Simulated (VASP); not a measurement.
Runs of VASP 6.6.1 on WS2 (Tungstenite). The structure is that of space group P6_3/mmc (No. 194), or close to it. The cells are those of the table. 

```tsv
level	potentials or basis	U	cell	k mesh	gap on the mesh (eV)	pressure (GPa)	largest force (eV/Å)
PBE	VASP PAW PBE potentials, release 64 (W_sv, S)	-	a = 3.201, b = 3.201, c = 12.583 Å, angles 90.0, 90.0, 120.0°, 6 atoms	10 × 10 × 3	1.15	-0.9	(b)
revPBE+D3(BJ)	VASP PAW PBE potentials, release 64 (W_sv, S)	-	a = 3.135, b = 3.135, c = 11.769 Å, angles 90.0, 90.0, 120.0°, 6 atoms	10 × 10 × 3	(c)	-0.1	0.01
LDA	VASP PAW LDA potentials, release 64 (W_sv, S)	-	a = 3.180, b = 3.180, c = 12.500 Å, angles 90.0, 90.0, 120.0°, 6 atoms	10 × 10 × 3	1.05	-5.3	0.31
PBEsol+U	VASP PAW PBE potentials, release 64 (W_sv, S)	W d U = 8.0 eV	a = 3.180, b = 3.180, c = 12.500 Å, angles 90.0, 90.0, 120.0°, 6 atoms	10 × 10 × 3	1.16	4.5	0.67
PBE	VASP PAW PBE potentials, release 64 (W_sv, S)	-	a = 3.188, b = 3.188, c = 14.855 Å, angles 90.0, 90.0, 120.0°, 6 atoms	10 × 10 × 3	1.78	0.0	-
PBE+D3(BJ)	VASP PAW PBE potentials, release 64 (W_sv, S)	-	a = 3.137, b = 3.137, c = 12.331 Å, angles 90.0, 90.0, 120.0°, 6 atoms	10 × 10 × 3	(a)	5.4	0.90
PBE	VASP PAW PBE potentials, release 64 (W_sv, S)	-	a = 3.180, b = 3.180, c = 12.375 Å, angles 90.0, 90.0, 120.0°, 6 atoms	8 × 8 × 2	1.16	4.0	0.44
PBE+D3(BJ)	VASP PAW PBE potentials, release 64 (W_sv, S)	-	a = 3.115, b = 3.115, c = 12.245 Å, angles 90.0, 90.0, 120.0°, 6 atoms	10 × 10 × 3	1.07	9.5	1.33
```

Alike in all rows: task single point; no spin polarisation; cutoff (eV) 520; smearing fermi-dirac 0.05 eV.

Problem. Fill in the values left out.

Solution. (a) 1.10; (b) 0.21; (c) 0.82.

Caveats: spin-orbit coupling is left out, which moves the levels of the heavy elements; this functional lacks dispersion, which binds the layers, so the pressure and a relaxed spacing across them are unreliable (some runs); the PAW data sets were made with another functional, which shifts forces and pressure a little (some runs); forces of over 1 eV/Å act on the atoms, so gaps and moduli don't describe the material at rest (some runs).

A k mesh can miss the band edges, and the runs leave out spin-orbit coupling on W.
